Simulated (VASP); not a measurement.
A run of VASP 6.6.1 is set up as follows.

The input POSCAR:

```
Co
1.0
    2.2848713209      0.0000000000      0.0000000000
    0.0000000000      2.2848713209      0.0000000000
    0.0000000000      0.0000000000      2.2848713209
Co
1
Direct
    0.0000000000      0.0000000000      0.0000000000
```

INCAR.step1

```
ALGO     = Normal         # electronic algorithm
EDIFF    = 1E-5           # SCF threshold, eV
ENCUT    = 520            # plane-wave cutoff, eV
GGA      = PE             # functional
ISIF     = 2              # what is computed and relaxed
ISMEAR   = -1             # smearing method
LASPH    = True           # aspherical terms in the spheres
LREAL    = False          # projectors in reciprocal space
LWAVE    = True           # write WAVECAR
NBANDS   = 10             # bands
NELM     = 60             # most SCF steps
PREC     = Accurate       # precision mode
SIGMA    = 0.1            # smearing width, eV
```

INCAR.step2

```
ALGO     = Normal         # electronic algorithm
EDIFF    = 1E-7           # SCF threshold, eV
ENCUT    = 520            # plane-wave cutoff, eV
GGA      = PE             # functional
HFSCREEN = 0.2079         # screening, 1/A
ISIF     = 2              # what is computed and relaxed
ISMEAR   = -1             # smearing method
ISTART   = 1            
LASPH    = True           # aspherical terms in the spheres
LCHARG   = True           # write CHGCAR
LELF     = True           # ELF
LHFCALC  = True           # exact exchange
LREAL    = False          # projectors in reciprocal space
LVHAR    = True         
LWAVE    = False          # write WAVECAR
NBANDS   = 10             # bands
NELM     = 60             # most SCF steps
PREC     = Accurate       # precision mode
PRECFOCK = Normal       
SIGMA    = 0.1            # smearing width, eV
```

File KPOINTS:

```
k-points
0
Gamma
  7 7 7
```

Potentials or basis: VASP PAW PBE potentials, release 64 (Co).

Run with:

```console
$ cat potpaw_PBE.64/Co/POTCAR > POTCAR
$ cp INCAR.step1 INCAR
$ mpirun -np 1 vasp_std > vasp.out
$ cp INCAR.step2 INCAR
$ mpirun -np 1 vasp_std > vasp.out
```

Question: What does it give for the pressure?

Answer: -11.9 GPa.

Question: Estimate the band gap on the k mesh.

Answer: Zero (an odd number of electrons rules out a gap without spin polarisation).

Caveat: the k points lie up to 0.39 Å⁻¹ apart, too coarse for converged energies and pressures of a metal; the PAW data sets were made with another functional, which shifts forces and pressure a little; the run has no spin polarisation, though such a crystal can be magnetic. Spin polarisation is off, so any magnetic state and its effect on volume and gap are missing.
